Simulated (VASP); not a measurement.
Wanted: the native input for a VASP 6.6.1 run.

| Item | Value |
| --- | --- |
| Task | single point |
| Functional | revPBE |
| Dispersion | D3(BJ) |
| Potentials or basis | VASP PAW PBE potentials, release 64 (Ni) |
| Cutoff | 520 eV |
| k mesh | 12 × 12 × 7 |
| Occupations | fermi-dirac, width 0.05 eV |
| Spin | collinear spin, ferromagnetic start |
| Starting moments | [1.0, 1.0] μB |
| Dipole correction | no |
| Further INCAR settings | ALGO = Normal; EDIFF = 1e-06; NBANDS = 21 |

The structure of Ni lies in POSCAR:

```
Ni
1.0
    2.4493844123      0.0000000000      0.0000000000
   -1.2246922061      2.1212291247      0.0000000000
    0.0000000000      0.0000000000      4.0109680529
Ni
2
Direct
    0.6666666667      0.3333333333      0.7500000000
    0.3333333333      0.6666666667      0.2500000000
```

This isn't the form of Ni at room conditions, which is fcc.

One way to write it, as run:

INCAR

```
SYSTEM = Ni
ALGO = Normal ; EDIFF = 1E-6
ENCUT = 520 ; GGA = RE
ISIF = 2 ; ISMEAR = -1
ISPIN = 2 ; IVDW = 12
LASPH = .TRUE. ; LCHARG = .TRUE.
LELF = .TRUE. ; LMAXMIX = 4
LORBIT = 11 ; LREAL = .FALSE.
LVHAR = .TRUE. ; LWAVE = .FALSE.
MAGMOM = 1 1 ; NBANDS = 21
NELM = 150 ; PREC = Accurate
SIGMA = 0.05
```

KPOINTS

```
k-points
0
G
  12 12 7
  0 0 0
```

Potentials or basis: VASP PAW PBE potentials, release 64 (Ni).

The run is started by

```bash
$ cat potpaw_PBE.64/Ni/POTCAR > POTCAR
$ mpirun -np 1 vasp_std > vasp.out
```

Results of the run:

The pressure is -0.2 GPa and the net moment is 1.28 μB per cell. The site moments are Ni +0.65 μB, the valence electrons inside the program's atomic spheres are Ni 9.39 and the dispersion energy per atom is -0.933 eV.

Caveat: the PAW data sets were made with another functional, which shifts forces and pressure a little.

It took 27 s on 1 thread of Intel(R) Xeon(R) 6975P-C (Granite Rapids), on a shared host, peak memory 0.17 GiB.
